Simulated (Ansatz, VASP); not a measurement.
## In: VASP beside Ansatz

Contents of INCAR:

```
SYSTEM = In
ALGO     = Normal         ! electronic algorithm
EDIFF    = 1E-6           ! SCF threshold, eV
ENCUT    = 520            ! plane-wave cutoff, eV
GGA      = RP             ! functional
ISIF     = 2              ! what is computed and relaxed
ISMEAR   = -1             ! smearing method
LASPH    = .TRUE.         ! aspherical terms in the spheres
LCHARG   = .TRUE.         ! write CHGCAR
LELF     = .TRUE.         ! ELF
LREAL    = .FALSE.        ! projectors in reciprocal space
LVHAR    = .TRUE.       
LWAVE    = .FALSE.        ! write WAVECAR
NBANDS   = 12             ! bands
NELM     = 60             ! most SCF steps
PREC     = Accurate       ! precision mode
SIGMA    = 0.005          ! smearing width, eV
```

File KPOINTS:

```
k-points
0
G
  14 14 14
  0 0 0
```

POSCAR

```
In
1.0
    2.8533803621      0.0000000000      0.0000000000
    0.0000000000      2.8533803621      0.0000000000
    0.0000000000      0.0000000000      2.8533803621
In
1
Direct
    0.0000000000      0.0000000000      0.0000000000
```

Input for Ansatz:

```yaml
crystal:
  lattice:
    - [2.8533803621, 0.0, 0.0]
    - [0.0, 2.8533803621, 0.0]
    - [0.0, 0.0, 2.8533803621]
  atoms:
    - { symbol: In, position: [0.0, 0.0, 0.0] }
kpoints:
  mp_grid: { grid: [14, 14, 14] }
scf:
  occupations: { method: fermi_dirac, width: 0.005 }
hamiltonian:
  xc: rpbe
  pseudopotentials: { kind: all_electron, lapw: { basis_error: 0.001 } }
output:
  forces: true
  stress: true
  eigenvalues: true
  populations: true
```

Alike in both runs: task single point; functional RPBE; k mesh 14 × 14 × 14; occupations fermi-dirac, width 0.005 eV; no spin polarisation.

|  | VASP | Ansatz |
| --- | --- | --- |
| version | VASP 6.6.1 | Ansatz 0.2.0 |
| potentials or method | VASP PAW PBE potentials, release 64 (In_d), cutoff 520 eV | all-electron LAPW, scalar-relativistic |

```csv
,VASP,Ansatz,Ansatz less VASP
gap on the k mesh at the Fermi level (eV),none,none,-
pressure (GPa),16.2,16.2,-0.06
```

VASP's potentials were made for PBE, not for RPBE. A gap of «none» marks a metal or a gap that the smearing closes. Ansatz ran all-electron here, and VASP with PAW potentials.
